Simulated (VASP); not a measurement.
A run of VASP 6.6.1:

The input POSCAR:

```
NaCl
1.0
    0.0000000000      2.8317500000      2.7184800000
    2.8317500000      0.0000000000      2.7184800000
    2.8317500000      2.8317500000      0.0000000000
Na Cl
1 1
Direct
    0.0000000000      0.0000000000      0.0000000000
    0.5000000000      0.5000000000      0.5000000000
```

The input INCAR.step1:

```
SYSTEM = NaCl
PREC = Accurate ; ENCUT = 520
ISMEAR = 0 ; SIGMA = 0.05
LREAL = .FALSE. ; LASPH = .TRUE.
NELM = 100 ; NBANDS = 14
GGA = PE ; ALGO = Normal
EDIFF = 1E-4 ; LWAVE = .TRUE.
LCHARG = .FALSE.
```

The input INCAR.step2:

```
SYSTEM = NaCl
PREC = Accurate ; ENCUT = 520
EDIFF = 1E-6 ; ISMEAR = 0
SIGMA = 0.05 ; LREAL = .FALSE.
LASPH = .TRUE. ; NELM = 100
ALGO = Normal ; ISIF = 2
LWAVE = .FALSE. ; LCHARG = .FALSE.
METAGGA = R2SCAN ; LMIXTAU = .TRUE.
NBANDS = 14 ; ISTART = 1
```

KPOINTS

```
Automatic mesh
0
G
  8 8 8
  0 0 0
```

Potentials or basis: VASP PAW PBE potentials, release 64 (Na_pv, Cl).

The run is started by

```bash
$ cat potpaw_PBE.64/Na_pv/POTCAR potpaw_PBE.64/Cl/POTCAR > POTCAR
$ cp INCAR.step1 INCAR
$ mpirun -np 1 vasp_std > vasp.out
$ cp INCAR.step2 INCAR
$ mpirun -np 1 vasp_std > vasp.out
```

Hardware: 1 thread of AMD EPYC 7R13 Processor (Zen 3), with other jobs on the host.

Problem. How long does it take, and how much memory?

Solution. It took 3.1 min on 1 thread of AMD EPYC 7R13 Processor (Zen 3), with other jobs on the host, peak memory 0.15 GiB. Counts: k points 59.
